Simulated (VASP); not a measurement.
# In3Se (Pm-3m) in VASP: single point with r2SCAN

Aim: the single point of In3Se with r2SCAN.

Everything below comes from runs of VASP 6.6.1. Logs are shortened: lines on timing, memory, paths and dates and some standing lists are left out, and cuts for length are marked.

## Step 1: The cell of the first run

It takes space group Pm-3m (No. 221, cubic). Conventional cell: a = 4.743 Å, b = 4.743 Å, c = 4.743 Å, α = 90.00°, β = 90.00°, γ = 90.00°. In (site symmetry 4/mmm) has 8 In at 3.35 Å and 4 Se at 3.35 Å within 4.4 Å. Se (site symmetry m-3m) has 12 In at 3.35 Å within 4.4 Å.

## Step 2: Single point, r2SCAN

File POSCAR:

```
In3Se
1.0
    4.7432691286      0.0000000000      0.0000000000
    0.0000000000      4.7432691286      0.0000000000
    0.0000000000      0.0000000000      4.7432691286
In Se
3 1
Direct
    0.0000000000      0.5000000000      0.5000000000
    0.5000000000      0.0000000000      0.5000000000
    0.5000000000      0.5000000000      0.0000000000
    0.0000000000      0.0000000000      0.0000000000
```

File INCAR.step1:

```
SYSTEM = In3Se
  ALGO = Normal
  EDIFF = 1E-4
  ENCUT = 520
  GGA = PE
  ISMEAR = 0
  LASPH = .True.
  LCHARG = .False.
  LREAL = .False.
  LWAVE = .True.
  NBANDS = 30
  NELM = 60
  PREC = Accurate
  SIGMA = 0.1
```

File INCAR.step2:

```
SYSTEM = In3Se
  ALGO = Normal
  EDIFF = 1E-7
  ENCUT = 520
  ISIF = 2
  ISMEAR = 0
  ISTART = 1
  LASPH = .True.
  LCHARG = .False.
  LMIXTAU = .True.
  LREAL = .False.
  LWAVE = .False.
  METAGGA = R2SCAN
  NBANDS = 30
  NELM = 60
  PREC = Accurate
  SIGMA = 0.1
```

File KPOINTS:

```
k-points
0
Gamma
  10 10 10
  0 0 0
```

Potentials or basis: VASP PAW PBE potentials, release 64 (In_d, Se).

Started as:

```console
cat potpaw_PBE.64/In_d/POTCAR potpaw_PBE.64/Se/POTCAR > POTCAR
cp INCAR.step1 INCAR
mpirun -np 1 vasp_std > vasp.out
cp INCAR.step2 INCAR
mpirun -np 1 vasp_std > vasp.out
```

OUTCAR:

```text
SYSTEM = In3Se
   EDIFF = 1E-7
   ENCUT = 520
   ISIF = 2
   ISMEAR = 0
   ISTART = 1
   LASPH = .True.
   LREAL = .False.
   METAGGA = R2SCAN
   NELM = 60
   PREC = Accurate

 ion  position               nearest neighbor table
   1  0.000  0.500  0.500-   2 3.35   3 3.35   4 3.35   3 3.35   4 3.35   2 3.35   4 3.35   4 3.35
                             2 3.35   3 3.35   3 3.35   2 3.35
   2  0.500  0.000  0.500-   1 3.35   3 3.35   4 3.35   3 3.35   4 3.35   1 3.35   3 3.35   3 3.35
                             1 3.35   4 3.35   4 3.35   1 3.35
   3  0.500  0.500  0.000-   1 3.35   2 3.35   4 3.35   1 3.35   2 3.35   2 3.35   4 3.35   2 3.35
                             1 3.35   4 3.35   1 3.35   4 3.35
   4  0.000  0.000  0.000-   1 3.35   2 3.35   3 3.35   1 3.35   2 3.35   1 3.35   3 3.35   1 3.35
                             2 3.35   3 3.35   2 3.35   3 3.35

  LATTYP: Found a simple cubic cell.
 ALAT       =     4.7432691286

  Lattice vectors:

 A1 = (   4.7432691286,   0.0000000000,   0.0000000000)
 A2 = (   0.0000000000,   4.7432691286,   0.0000000000)
 A3 = (   0.0000000000,   0.0000000000,   4.7432691286)

Analysis of symmetry for initial positions (statically):
=====================================================================
 Subroutine PRICEL returns:
 Original cell was already a primitive cell.

 Routine SETGRP: Setting up the symmetry group for a
 simple cubic supercell.

 Subroutine GETGRP returns: Found 48 space group operations
 (whereof 48 operations were pure point group operations)
 out of a pool of 48 trial point group operations.

The static configuration has the point symmetry O_h .

Analysis of symmetry for dynamics (positions and initial velocities):
=====================================================================
 Subroutine PRICEL returns:
 Original cell was already a primitive cell.

 Routine SETGRP: Setting up the symmetry group for a
 simple cubic supercell.

 Subroutine GETGRP returns: Found 48 space group operations
 (whereof 48 operations were pure point group operations)
 out of a pool of 48 trial point group operations.

The dynamic configuration has the point symmetry O_h .

 Subroutine INISYM returns: Found 48 space group operations
 (whereof 48 operations are pure point group operations),
 and found     1 'primitive' translations

----------------------------------------------------------------------------------------

                                     Primitive cell

  volume of cell :     106.7169

  direct lattice vectors                    reciprocal lattice vectors
     4.743269129  0.000000000  0.000000000     0.210825060  0.000000000  0.000000000
     0.000000000  4.743269129  0.000000000     0.000000000  0.210825060  0.000000000
     0.000000000  0.000000000  4.743269129     0.000000000  0.000000000  0.210825060

  length of vectors
     4.743269129  4.743269129  4.743269129     0.210825060  0.210825060  0.210825060

  position of ions in fractional coordinates (direct lattice)
     0.000000000  0.500000000  0.500000000
     0.500000000  0.000000000  0.500000000
     0.500000000  0.500000000  0.000000000
     0.000000000  0.000000000  0.000000000

  ion indices of the primitive-cell ions
   primitive index   ion index
                 1           1
                 2           2
                 3           3
                 4           4

----------------------------------------------------------------------------------------

 KPOINTS: k-points

Automatic generation of k-mesh.
 Grid dimensions read from file:
 generate k-points for:   10   10   10

 Generating k-lattice:

  Cartesian coordinates                     Fractional coordinates (reciprocal lattice)
     0.021082506  0.000000000  0.000000000     0.100000000  0.000000000  0.000000000
     0.000000000  0.021082506  0.000000000     0.000000000  0.100000000  0.000000000
     0.000000000  0.000000000  0.021082506     0.000000000  0.000000000  0.100000000

  Length of vectors
     0.021082506  0.021082506  0.021082506

  Shift w.r.t. Gamma in fractional coordinates (k-lattice)
     0.000000000  0.000000000  0.000000000

 Subroutine IBZKPT returns following result:
 ===========================================

 Found     56 irreducible k-points:

 Following reciprocal coordinates:
            Coordinates               Weight
  0.000000  0.000000  0.000000      1.000000
  0.100000  0.000000  0.000000      6.000000
  0.200000  0.000000  0.000000      6.000000
  0.300000  0.000000  0.000000      6.000000
  0.400000  0.000000  0.000000      6.000000
  0.500000  0.000000  0.000000      3.000000
[... 16 lines left out ...]
  0.200000  0.100000  0.100000     24.000000
  0.300000  0.100000  0.100000     24.000000
 [... further k-points ...]
   k-points           NKPTS =     56   k-points in BZ     NKDIM =     56   number of bands    NBANDS=     30
   number of dos      NEDOS =    301   number of ions     NIONS =      4
   total plane-waves  NPLWV =  46656
   dimension x,y,z NGX =    36 NGY =   36 NGZ =   36
   dimension x,y,z NGXF=    72 NGYF=   72 NGZF=   72
   ions per type =               3   1
   NGX,Y,Z   is equivalent  to a cutoff of  12.62, 12.62, 12.62 a.u.
   NGXF,Y,Z  is equivalent  to a cutoff of  25.24, 25.24, 25.24 a.u.
 SYSTEM =  In3Se
   PREC   = accura    normal or accurate (medium, high low for compatibility)
   ISTART =      1    job   : 0-new  1-cont  2-samecut
   ICHARG =      0    charge: 1-file 2-atom 10-const
   ISPIN  =      1    spin polarized calculation?
   LNONCOLLINEAR =      F non collinear calculations
   LSORBIT =      F    spin-orbit coupling
   LASPH  =      T    aspherical Exc in radial PAW
   ENCUT  =  520.0 eV  38.22 Ry    6.18 a.u.   8.82  8.82  8.82*2*pi/ulx,y,z
   NELM   =     60;   NELMIN=  2; NELMDL=  0     # of ELM steps
   EDIFF  = 0.1E-06   stopping-criterion for ELM
   LREAL  =      F    real-space projection
   EDIFFG = 0.1E-05   stopping-criterion for IOM
   NSW    =      0    number of steps for IOM
   IBRION =     -1    ionic relax: 0-MD 1-quasi-New 2-CG
   NFREE  =      0    steps in history (QN), initial steepest desc. (CG)
   ISIF   =      2    stress and relaxation
   ISYM   =      2    0-nonsym 1-usesym 2-fastsym
   POTIM  = 0.5000    time-step for ionic-motion
   TEBEG  =    0.0;   TEEND  =   0.0 temperature during run
   PSTRESS=    0.0 pullay stress
   NELECT =      45.0000    total number of electrons
   NUPDOWN=      -1.0000    fix difference up-down
   EMIN   =  10.00;   EMAX   =-10.00  energy-range for DOS
   EFERMI =   0.00;   METHOD = LEGACY
   ISMEAR =     0;   SIGMA  =   0.10  broadening in eV -4-tet -1-fermi 0-gaus
   EFERMI_NEDOS =   21; number of points for ismear=-14 and -15
   IALGO  =     38    algorithm
   IMIX   =      4    mixing-type and parameters
     AMIX     =   0.40;   BMIX     =  1.00
     AMIX_MAG =   1.60;   BMIX_MAG =  1.00
  volume/ion in A,a.u.               =      26.68       180.04
  Fermi-wavevector in a.u.,A,eV,Ry     =   1.227631  2.319887 20.505045  1.507078
  Thomas-Fermi vector in A             =   2.362587
   LORBIT       =      0    0 simple, 1 ext, 2 COOP (PROOUT), +10 PAW based schemes
   METAGGA = R2SCAN    functional components
   LHFCALC =     F    Hartree Fock is set to
   AEXX    =    0.0000 exact exchange contribution
   IVDW    =     0    specifies the selected vdW correction
   LEPSILON=     F    determine dielectric tensor
   LRPA    =     F    only Hartree local field effects (RPA)
 non-spin polarized calculation
 Gauss-broadening in eV      SIGMA  =   0.10
  energy-cutoff  :      520.00
  volume of cell :      106.72
 maximum number of plane-waves:      2899
 NGX is ok and might be reduce to    36
   NGX = 17   NGY = 17   NGZ = 17

 number of electron      45.0000046 magnetization

 Free energy of the ion-electron system (eV)
  ---------------------------------------------------
  ext. energy  EPLUGINS =         0.00000000
  ---------------------------------------------------
  free energy    TOTEN  =       -82.50431784 eV

  energy without entropy =      -82.49529680  energy(sigma->0) =      -82.49980732

 E-fermi :   6.3165     XC(G=0): -10.5265

 val. band max:        6.2513412056   @ k =   0.5000   0.1000   0.0000
 cond. band min:       6.3181690734   @ k =   0.5000   0.4000   0.0000
 fundamental gap:      0.0668278678
 Fermi energy:         6.3165049522

 k-point     1 :       0.0000    0.0000    0.0000
  band No.  band energies     occupation
      1      -9.1534      2.00000
      2      -9.1464      2.00000
      3      -9.1464      2.00000
      4      -9.1464      2.00000
      5      -9.0189      2.00000
      6      -9.0189      2.00000
[... 22 lines left out ...]
     29      12.1528      0.00000
     30      13.6221      0.00000

 k-point     2 :       0.1000    0.0000    0.0000
  band No.  band energies     occupation
      1      -9.1445      2.00000
      2      -9.1433      2.00000
      3      -9.1362      2.00000
      4      -9.1362      2.00000
      5      -9.0177      2.00000
      6      -9.0123      2.00000
[... 22 lines left out ...]
     29      12.4343      0.00000
     30      13.6699      0.00000

 k-point     3 :       0.2000    0.0000    0.0000
  band No.  band energies     occupation
      1      -9.1394      2.00000
      2      -9.1146      2.00000
      3      -9.1063      2.00000
      4      -9.1063      2.00000
      5      -9.0143      2.00000
      6      -8.9935      2.00000
[... 22 lines left out ...]
     29      13.0816      0.00000
     30      13.8110      0.00000

 k-point     4 :       0.3000    0.0000    0.0000
  band No.  band energies     occupation
      1      -9.1328      2.00000
      2      -9.0728      2.00000
      3      -9.0595      2.00000
      4      -9.0595      2.00000
      5      -9.0093      2.00000
      6      -8.9660      2.00000
[... 616 lines left out ...]
     29      12.7374      0.00000
     30      13.4059      0.00000

 k-point    23 :       0.2000    0.1000    0.1000
  band No.  band energies     occupation
      1      -9.1280      2.00000
      2      -9.1071      2.00000
      3      -9.0970      2.00000
      4      -9.0835      2.00000
      5      -9.0026      2.00000
      6      -8.9860      2.00000
[... 22 lines left out ...]
     29      12.4306      0.00000
     30      13.2696      0.00000

 k-point    24 :       0.3000    0.1000    0.1000
  band No.  band energies     occupation
      1      -9.1179      2.00000
      2      -9.0764      2.00000
      3      -9.0572      2.00000
      4      -9.0366      2.00000
      5      -8.9972      2.00000
      6      -8.9563      2.00000
[... 22 lines left out ...]
     29      11.5663      0.00000
     30      13.6222      0.00000

 [... further k-points ...]
[... 5 lines left out ...]
  --------------------------------------------------------------------------------------
  -------------------------------------------------------------------------------------
  Total       -0.0003048     -0.0003048     -0.0003048      0.0000000     -0.0000000      0.0000000
  in kB       -0.0045755     -0.0045755     -0.0045755      0.0000000     -0.0000000      0.0000000
  external PRESSURE =      -0.0045755 kB  Pullay stress =       0.0000000 kB

 VOLUME and BASIS-vectors are now :
 -----------------------------------------------------------------------------
  energy-cutoff  :      520.00
  volume of cell :      106.72
      direct lattice vectors                 reciprocal lattice vectors
     4.743269129  0.000000000  0.000000000     0.210825060  0.000000000  0.000000000
     0.000000000  4.743269129  0.000000000     0.000000000  0.210825060  0.000000000
     0.000000000  0.000000000  4.743269129     0.000000000  0.000000000  0.210825060

 POSITION                                       TOTAL-FORCE (eV/Angst)
 -----------------------------------------------------------------------------------
      0.00000      2.37163      2.37163         0.000000      0.000000      0.000000
      2.37163      0.00000      2.37163         0.000000      0.000000      0.000000
      2.37163      2.37163      0.00000         0.000000      0.000000      0.000000
      0.00000      0.00000      0.00000         0.000000      0.000000      0.000000
 -----------------------------------------------------------------------------------
    total drift:                                0.000000      0.000000      0.000000

  FREE ENERGIE OF THE ION-ELECTRON SYSTEM (eV)
  ---------------------------------------------------
  free  energy   TOTEN  =       -82.5043178384 eV

  energy  without entropy=      -82.4952968016  energy(sigma->0) =      -82.49980732
```

It took 6.5 min on 1 thread of Intel Xeon Platinum 8259CL at 2.50GHz (Skylake/Cascade Lake), shared host; peak memory 0.31 GiB.

What came out:

| Property | Result |
| --- | --- |
| Free energy | -82.5043 eV |
| Pressure | 0.0 GPa |
| Band gap on the k mesh | zero (an odd number of electrons rules out a gap without spin polarisation) |

Caveat: the PAW data sets were made with another functional, which shifts forces and pressure a little; spin-orbit coupling is left out, which moves the levels of the heavy elements.

The gap in the log of VASP goes by the Fermi energy; the results here count the filled bands.